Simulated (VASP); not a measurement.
# LiF (P4_32_12) in VASP: single point with LDA

Aim: the single point of LiF with LDA.

All numbers are computed with VASP 6.6.1; they aren't measurements. Logs are shortened: lines on timing, memory, paths and dates and some standing lists are left out, and cuts for length are marked.

### Step 1. The cell of the first run

Symmetry: P4_32_12, No. 96, tetragonal system. Conventional cell: a = 5.384 Å, b = 5.384 Å, c = 2.821 Å, α = 90.00°, β = 90.00°, γ = 90.00°. Within 2.5 Å of Li (site symmetry 2) lie 4 F at 1.90 to 1.92 Å. Within 2.5 Å of F (site symmetry 2) lie 4 Li at 1.90 to 1.92 Å.

### Step 2. Single point, LDA

Input file POSCAR:

```
LiF
1.0
    5.3837565064      0.0000000000      0.0000000000
    0.0000000000      5.3837565064      0.0000000000
    0.0000000000      0.0000000000      2.8213127636
Li F
4 4
Direct
    0.6632934225      0.3367065775      0.2500000000
    0.3367065775      0.6632934225      0.7500000000
    0.1632934225      0.1632934225      0.0000000000
    0.8367065775      0.8367065775      0.5000000000
    0.8311704254      0.1688295746      0.7500000000
    0.1688295746      0.8311704254      0.2500000000
    0.3311704254      0.3311704254      0.5000000000
    0.6688295746      0.6688295746      0.0000000000
```

Input file INCAR.step1:

```
SYSTEM = LiF
PREC = Accurate
ENCUT = 520
EDIFF = 1E-6
ISMEAR = 0
SIGMA = 0.02
LREAL = .FALSE.
LASPH = .TRUE.
NELM = 80
ALGO = Normal
ISIF = 2
LWAVE = .FALSE.
LCHARG = .TRUE.
GGA = CA
NBANDS = 30
```

Input file KPOINTS.step1:

```
Automatic mesh
0
G
  4 4 8
  0 0 0
```

Input file INCAR.step2:

```
SYSTEM = LiF
PREC = Accurate
ENCUT = 520
EDIFF = 1E-6
ISMEAR = -5
SIGMA = 0.02
LREAL = .FALSE.
LASPH = .TRUE.
NELM = 80
ALGO = Normal
ISIF = 2
LWAVE = .FALSE.
LCHARG = .FALSE.
GGA = CA
LORBIT = 11
NBANDS = 30
NEDOS = 1001
ICHARG = 11
```

Input file KPOINTS.step2:

```
Automatic mesh
0
G
  6 6 12
  0 0 0
```

Potentials or basis: VASP PAW LDA potentials, release 64 (Li_sv, F).

Run with:

```bash
cat potpaw_LDA.64/Li_sv/POTCAR potpaw_LDA.64/F/POTCAR > POTCAR
cp INCAR.step1 INCAR
cp KPOINTS.step1 KPOINTS
mpirun -np 1 vasp_std > vasp.out
cp INCAR.step2 INCAR
cp KPOINTS.step2 KPOINTS
mpirun -np 1 vasp_std > vasp.out
```

OUTCAR:

```text
SYSTEM = LiF
   PREC = Accurate
   ENCUT = 520
   EDIFF = 1E-6
   ISMEAR = -5
   LREAL = .FALSE.
   LASPH = .TRUE.
   NELM = 80
   ISIF = 2
   GGA = CA
   LORBIT = 11
   ICHARG = 11

 ion  position               nearest neighbor table
   1  0.663  0.337  0.250-   5 1.90   5 1.90   8 1.92   7 1.92
   2  0.337  0.663  0.750-   6 1.90   6 1.90   8 1.92   7 1.92
   3  0.163  0.163  0.000-   7 1.90   7 1.90   5 1.92   6 1.92
   4  0.837  0.837  0.500-   8 1.90   8 1.90   5 1.92   6 1.92
   5  0.831  0.169  0.750-   1 1.90   1 1.90   4 1.92   3 1.92
   6  0.169  0.831  0.250-   2 1.90   2 1.90   4 1.92   3 1.92
   7  0.331  0.331  0.500-   3 1.90   3 1.90   1 1.92   2 1.92
   8  0.669  0.669  0.000-   4 1.90   4 1.90   1 1.92   2 1.92

  LATTYP: Found a simple tetragonal cell.
 ALAT       =     5.3837565064
 C/A-ratio  =     0.5240416724

  Lattice vectors:

 A1 = (   5.3837565064,   0.0000000000,   0.0000000000)
 A2 = (   0.0000000000,   5.3837565064,   0.0000000000)
 A3 = (   0.0000000000,   0.0000000000,   2.8213127636)

Analysis of symmetry for initial positions (statically):
=====================================================================
 Subroutine PRICEL returns:
 Original cell was already a primitive cell.

 Routine SETGRP: Setting up the symmetry group for a
 simple tetragonal supercell.

 Subroutine GETGRP returns: Found  8 space group operations
 (whereof  2 operations were pure point group operations)
 out of a pool of 16 trial point group operations.

The static configuration has the point symmetry C_2 .
 The point group associated with its full space group is D_4 .

Analysis of symmetry for dynamics (positions and initial velocities):
=====================================================================
 Subroutine PRICEL returns:
 Original cell was already a primitive cell.

 Routine SETGRP: Setting up the symmetry group for a
 simple tetragonal supercell.

 Subroutine GETGRP returns: Found  8 space group operations
 (whereof  2 operations were pure point group operations)
 out of a pool of 16 trial point group operations.

The dynamic configuration has the point symmetry C_2 .
 The point group associated with its full space group is D_4 .

 Subroutine INISYM returns: Found  8 space group operations
 (whereof  2 operations are pure point group operations),
 and found     1 'primitive' translations

----------------------------------------------------------------------------------------

                                     Primitive cell

  volume of cell :      81.7753

  direct lattice vectors                    reciprocal lattice vectors
     5.383756506  0.000000000  0.000000000     0.185743913  0.000000000  0.000000000
     0.000000000  5.383756506  0.000000000     0.000000000  0.185743913  0.000000000
     0.000000000  0.000000000  2.821312764     0.000000000  0.000000000  0.354444928

  length of vectors
     5.383756506  5.383756506  2.821312764     0.185743913  0.185743913  0.354444928

  position of ions in fractional coordinates (direct lattice)
     0.663293422  0.336706578  0.250000000
     0.336706578  0.663293422  0.750000000
     0.163293422  0.163293422  0.000000000
     0.836706578  0.836706578  0.500000000
     0.831170425  0.168829575  0.750000000
     0.168829575  0.831170425  0.250000000
     0.331170425  0.331170425  0.500000000
     0.668829575  0.668829575  0.000000000

  ion indices of the primitive-cell ions
   primitive index   ion index
                 1           1
                 2           2
                 3           3
                 4           4
                 5           5
                 6           6
                 7           7
                 8           8

----------------------------------------------------------------------------------------

 KPOINTS: Automatic mesh

Automatic generation of k-mesh.
 Grid dimensions read from file:
 generate k-points for:    6    6   12

 Generating k-lattice:

  Cartesian coordinates                     Fractional coordinates (reciprocal lattice)
     0.030957319  0.000000000  0.000000000     0.166666667  0.000000000  0.000000000
     0.000000000  0.030957319  0.000000000     0.000000000  0.166666667  0.000000000
     0.000000000  0.000000000  0.029537077     0.000000000  0.000000000  0.083333333

  Length of vectors
     0.030957319  0.030957319  0.029537077

  Shift w.r.t. Gamma in fractional coordinates (k-lattice)
     0.000000000  0.000000000  0.000000000

 TETIRR: Found    648 inequivalent tetrahedra from     2592

 Subroutine IBZKPT returns following result:
 ===========================================

 Found     70 irreducible k-points:

 Following reciprocal coordinates:
            Coordinates               Weight
  0.000000  0.000000  0.000000      1.000000
  0.166667  0.000000  0.000000      4.000000
  0.333333  0.000000  0.000000      4.000000
  0.500000  0.000000  0.000000      2.000000
  0.166667  0.166667  0.000000      4.000000
  0.333333  0.166667  0.000000      8.000000
[... 16 lines left out ...]
  0.333333  0.000000  0.166667      8.000000
  0.500000  0.000000  0.166667      4.000000
 [... further k-points ...]
   k-points           NKPTS =     70   k-points in BZ     NKDIM =     70   number of bands    NBANDS=     30
   number of dos      NEDOS =   1001   number of ions     NIONS =      8
   total plane-waves  NPLWV =  38400
   dimension x,y,z NGX =    40 NGY =   40 NGZ =   24
   dimension x,y,z NGXF=    80 NGYF=   80 NGZF=   48
   ions per type =               4   4
   NGX,Y,Z   is equivalent  to a cutoff of  12.35, 12.35, 14.14 a.u.
   NGXF,Y,Z  is equivalent  to a cutoff of  24.70, 24.70, 28.28 a.u.
 SYSTEM =  LiF
   PREC   = accura    normal or accurate (medium, high low for compatibility)
   ISTART =      0    job   : 0-new  1-cont  2-samecut
   ICHARG =     11    charge: 1-file 2-atom 10-const
   ISPIN  =      1    spin polarized calculation?
   LNONCOLLINEAR =      F non collinear calculations
   LSORBIT =      F    spin-orbit coupling
   LASPH  =      T    aspherical Exc in radial PAW
   ENCUT  =  520.0 eV  38.22 Ry    6.18 a.u.  10.01 10.01  5.25*2*pi/ulx,y,z
   NELM   =     80;   NELMIN=  2; NELMDL=  0     # of ELM steps
   EDIFF  = 0.1E-05   stopping-criterion for ELM
   LREAL  =      F    real-space projection
[... 7 lines left out ...]
   TEBEG  =    0.0;   TEEND  =   0.0 temperature during run
   PSTRESS=    0.0 pullay stress
   NELECT =      40.0000    total number of electrons
   NUPDOWN=      -1.0000    fix difference up-down
   EMIN   =  10.00;   EMAX   =-10.00  energy-range for DOS
   EFERMI =   0.00;   METHOD = LEGACY
   ISMEAR =    -5;   SIGMA  =   0.02  broadening in eV -4-tet -1-fermi 0-gaus
   EFERMI_NEDOS =   21; number of points for ismear=-14 and -15
   IALGO  =     38    algorithm
   IMIX   =      4    mixing-type and parameters
     AMIX     =   0.40;   BMIX     =  1.00
     AMIX_MAG =   1.60;   BMIX_MAG =  1.00
  volume/ion in A,a.u.               =      10.22        68.98
  Fermi-wavevector in a.u.,A,eV,Ry     =   1.289894  2.437547 22.637747  1.663827
  Thomas-Fermi vector in A             =   2.421759
   LORBIT       =     11    0 simple, 1 ext, 2 COOP (PROOUT), +10 PAW based schemes
   GGA     = CA    functional components
   LHFCALC =     F    Hartree Fock is set to
   AEXX    =    0.0000 exact exchange contribution
   IVDW    =     0    specifies the selected vdW correction
   LEPSILON=     F    determine dielectric tensor
   LRPA    =     F    only Hartree local field effects (RPA)
 non-spin polarized calculation
 Fermi weights with tetrahedron method with Bloechl corrections
  energy-cutoff  :      520.00
  volume of cell :       81.78
 maximum number of plane-waves:      2220

 number of electron      40.0000062 magnetization

 Free energy of the ion-electron system (eV)
  ---------------------------------------------------
  ext. energy  EPLUGINS =         0.00000000
  ---------------------------------------------------
  free energy    TOTEN  =       -41.05560826 eV

  energy without entropy =      -41.05560826  energy(sigma->0) =      -41.05560826

 E-fermi :  -2.6373     XC(G=0):  -9.3925

 val. band max:       -2.6724850381   @ k =   0.1667   0.1667   0.0000
 cond. band min:       4.3847139853   @ k =   0.0000   0.0000   0.0000
 fundamental gap:      7.0571990234
 Fermi energy:        -2.6372962804

 k-point     1 :       0.0000    0.0000    0.0000
  band No.  band energies     occupation
      1     -42.4528      2.00000
      2     -42.4111      2.00000
      3     -42.4111      2.00000
      4     -42.4108      2.00000
      5     -21.8140      2.00000
      6     -21.6073      2.00000
[... 22 lines left out ...]
     29      14.7933      0.00000
     30      14.7934      0.00000

 k-point     2 :       0.1667    0.0000    0.0000
  band No.  band energies     occupation
      1     -42.4507      2.00000
      2     -42.4177      2.00000
      3     -42.4104      2.00000
      4     -42.4070      2.00000
      5     -21.8029      2.00000
      6     -21.6303      2.00000
[... 22 lines left out ...]
     29      14.3703      0.00000
     30      14.8504      0.00000

 k-point     3 :       0.3333    0.0000    0.0000
  band No.  band energies     occupation
      1     -42.4447      2.00000
      2     -42.4266      2.00000
      3     -42.4086      2.00000
      4     -42.4058      2.00000
      5     -21.7718      2.00000
      6     -21.6758      2.00000
[... 22 lines left out ...]
     29      13.8044      0.00000
     30      15.0235      0.00000

 k-point     4 :       0.5000    0.0000    0.0000
  band No.  band energies     occupation
      1     -42.4361      2.00000
      2     -42.4361      2.00000
      3     -42.4067      2.00000
      4     -42.4067      2.00000
      5     -21.7264      2.00000
      6     -21.7264      2.00000
[... 22 lines left out ...]
     29      14.5798      0.00000
     30      14.5800      0.00000

 k-point     5 :       0.1667    0.1667    0.0000
  band No.  band energies     occupation
      1     -42.4487      2.00000
      2     -42.4200      2.00000
      3     -42.4111      2.00000
      4     -42.4060      2.00000
      5     -21.7925      2.00000
      6     -21.6428      2.00000
[... 22 lines left out ...]
     29      14.1596      0.00000
     30      14.8073      0.00000
[... 526 lines left out ...]
     29      13.4478      0.00000
     30      15.3250      0.00000

 k-point    22 :       0.1667    0.0000    0.1667
  band No.  band energies     occupation
      1     -42.4417      2.00000
      2     -42.4123      2.00000
      3     -42.4059      2.00000
      4     -42.4024      2.00000
      5     -21.7532      2.00000
      6     -21.5933      2.00000
[... 22 lines left out ...]
     29      13.4046      0.00000
     30      15.2221      0.00000

 k-point    23 :       0.3333    0.0000    0.1667
  band No.  band energies     occupation
      1     -42.4364      2.00000
      2     -42.4201      2.00000
      3     -42.4043      2.00000
      4     -42.4016      2.00000
      5     -21.7221      2.00000
      6     -21.6309      2.00000
[... 22 lines left out ...]
     29      13.3088      0.00000
     30      14.7444      0.00000

 k-point    24 :       0.5000    0.0000    0.1667
  band No.  band energies     occupation
      1     -42.4287      2.00000
      2     -42.4287      2.00000
      3     -42.4025      2.00000
      4     -42.4025      2.00000
      5     -21.6779      2.00000
      6     -21.6779      2.00000
[... 22 lines left out ...]
     29      13.7995      0.00000
     30      13.7995      0.00000

 [... further k-points ...]
[... 5 lines left out ...]
  --------------------------------------------------------------------------------------
  -------------------------------------------------------------------------------------
  Total       -2.9874545     -2.9874545     -3.3129589      0.0000000     -0.0000000      0.0000000
  in kB      -58.5315229    -58.5315229    -64.9089496      0.0000000     -0.0000000      0.0000000
  external PRESSURE =     -60.6573318 kB  Pullay stress =       0.0000000 kB

 VOLUME and BASIS-vectors are now :
 -----------------------------------------------------------------------------
  energy-cutoff  :      520.00
  volume of cell :       81.78
      direct lattice vectors                 reciprocal lattice vectors
     5.383756506  0.000000000  0.000000000     0.185743913  0.000000000  0.000000000
     0.000000000  5.383756506  0.000000000     0.000000000  0.185743913  0.000000000
     0.000000000  0.000000000  2.821312764     0.000000000  0.000000000  0.354444928

 POSITION                                       TOTAL-FORCE (eV/Angst)
 -----------------------------------------------------------------------------------
      3.57101      1.81275      0.70533        -0.000873      0.000873      0.000000
      1.81275      3.57101      2.11598         0.000873     -0.000873     -0.000000
      0.87913      0.87913      0.00000        -0.000873     -0.000873     -0.000000
      4.50462      4.50462      1.41066         0.000873      0.000873     -0.000000
      4.47482      0.90894      2.11598         0.028300     -0.028300     -0.000000
      0.90894      4.47482      0.70533        -0.028300      0.028300      0.000000
      1.78294      1.78294      1.41066         0.028300      0.028300     -0.000000
      3.60082      3.60082      0.00000        -0.028300     -0.028300     -0.000000
 -----------------------------------------------------------------------------------
    total drift:                               -0.000001      0.000001     -0.000000

  FREE ENERGIE OF THE ION-ELECTRON SYSTEM (eV)
  ---------------------------------------------------
  free  energy   TOTEN  =       -41.0556082574 eV

  energy  without entropy=      -41.0556082574  energy(sigma->0) =      -41.05560826

 total charge

# of ion       s       p       d       tot
------------------------------------------
    1        2.018   0.071   0.000   2.090
    2        2.018   0.071   0.000   2.090
    3        2.018   0.071   0.000   2.090
    4        2.018   0.071   0.000   2.090
    5        1.720   4.374   0.000   6.093
    6        1.720   4.374   0.000   6.093
    7        1.720   4.374   0.000   6.093
    8        1.720   4.374   0.000   6.093
--------------------------------------------------
tot         14.952  17.781   0.000  32.733
```

Wall time 3.5 min (1 thread of Intel Xeon 8259CL, shared host); peak memory 0.23 GiB.

What came out:

* Valence electrons inside the program's atomic spheres: Li 2.09; F 6.09

Caveat: the cutoff is under 1.25 times the usual one of these potentials, so pressure, stress and relaxed cells hold a basis-set (Pulay) error.
